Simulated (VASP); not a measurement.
Ni:

```
Ni
1.0
    -1.38372    1.38372    1.38372
     1.38372   -1.38372    1.38372
     1.38372    1.38372   -1.38372
Ni
1
Cartesian
  0.0000 0.0000 0.0000
```

```yaml
Program: VASP 6.6.1
Task: relaxation of cell and atoms
Functional: RPBE
Dispersion: D3(BJ)
Potentials_or_basis: VASP PAW PBE potentials, release 64 (Ni)
Cutoff: 600 eV
k_mesh: 13 × 13 × 13
Occupations: fermi-dirac, width 0.05 eV
Spin: collinear spin, ferromagnetic start
Starting_moments: "[1.0] μB"
```

At the start: pressure -20.5 GPa; volume 10.60 Å³/atom.

Task: Where does the relaxation end?

Result: Over 7 steps the energy falls by 69.5 meV/atom and the volume is 9.58 Å³/atom (-9.6 %); space group Im-3m (No. 229, to 0.05 Å); moment 0.28 μB per cell.

Step by step:
| step | energy change (eV) | largest force (eV/Å) | pressure (GPa) | volume (Å³) |
| --- | --- | --- | --- | --- |
| 1 | 0.0000 | 0.0000 | -20.49 | 10.60 |
| 2 | 0.0260 | 0.0000 | 36.37 | 8.65 |
| 3 | -0.0694 | 0.0000 | -0.92 | 9.62 |
| 4 | -0.0695 | 0.0000 | -0.18 | 9.59 |
| 5 | -0.0695 | 0.0000 | 0.38 | 9.57 |
| 6 | -0.0695 | 0.0000 | -0.39 | 9.60 |
| 7 | -0.0695 | 0.0000 | 0.06 | 9.58 |

Final structure:
```
Ni
1.0
    -1.33811    1.33811    1.33811
     1.33811   -1.33811    1.33811
     1.33811    1.33811   -1.33811
Ni
1
Direct
  0.00000 0.00000 0.00000
```

Caveat: the PAW data sets were made with another functional, which shifts forces and pressure a little; pairwise dispersion overbinds metals, which lowers pressure and volume.
